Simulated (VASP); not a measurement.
Set up this calculation in VASP 6.6.1, as the native input.

- Task: single point
- Functional: PBE
- Potentials or basis: VASP PAW PBE potentials, release 64 (Si, As)
- Cutoff: 520 eV
- k mesh: 8 × 8 × 8
- Occupations: gaussian, width 0.1 eV
- Spin: no spin polarisation
- Dipole correction: no
- Further INCAR settings: ALGO = Normal; EDIFF = 1e-07; NBANDS = 29

The structure of SiAs3 lies in POSCAR:

```
SiAs3
1.0
    5.3139889515      0.0000000000      0.0000000000
    0.0000000000      5.3139889515      0.0000000000
    0.0000000000      0.0000000000      5.3139889515
Si As
2 6
Direct
    0.0000000000      0.0000000000      0.0000000000
    0.5000000000      0.5000000000      0.5000000000
    0.2500000000      0.0000000000      0.5000000000
    0.7500000000      0.0000000000      0.5000000000
    0.0000000000      0.5000000000      0.2500000000
    0.0000000000      0.5000000000      0.7500000000
    0.5000000000      0.7500000000      0.0000000000
    0.5000000000      0.2500000000      0.0000000000
```

The input as run:

INCAR

```
PREC = Accurate ; ENCUT = 520
EDIFF = 1E-7 ; ISMEAR = 0
SIGMA = 0.1 ; LREAL = False
LASPH = True ; NELM = 100
ALGO = Normal ; ISIF = 2
LWAVE = False ; LCHARG = False
GGA = PE ; NBANDS = 29
```

KPOINTS

```
Automatic mesh
0
Gamma
  8 8 8
```

Potentials or basis: VASP PAW PBE potentials, release 64 (Si, As).

Launch:

```bash
$ cat potpaw_PBE.64/Si/POTCAR potpaw_PBE.64/As/POTCAR > POTCAR
$ mpirun -np 1 vasp_std > vasp.out
```

Results of the run:

| Item | Value |
| --- | --- |
| Pressure | 0.1 GPa |
| Band gap on the k mesh | zero (band 19 reaches 7.27 eV, above the bottom of band 20 at 5.28 eV) |

It took 59 s on 1 thread of Intel(R) Xeon(R) Platinum 8559C (Emerald Rapids) (shared host), peak memory 0.3 GiB.
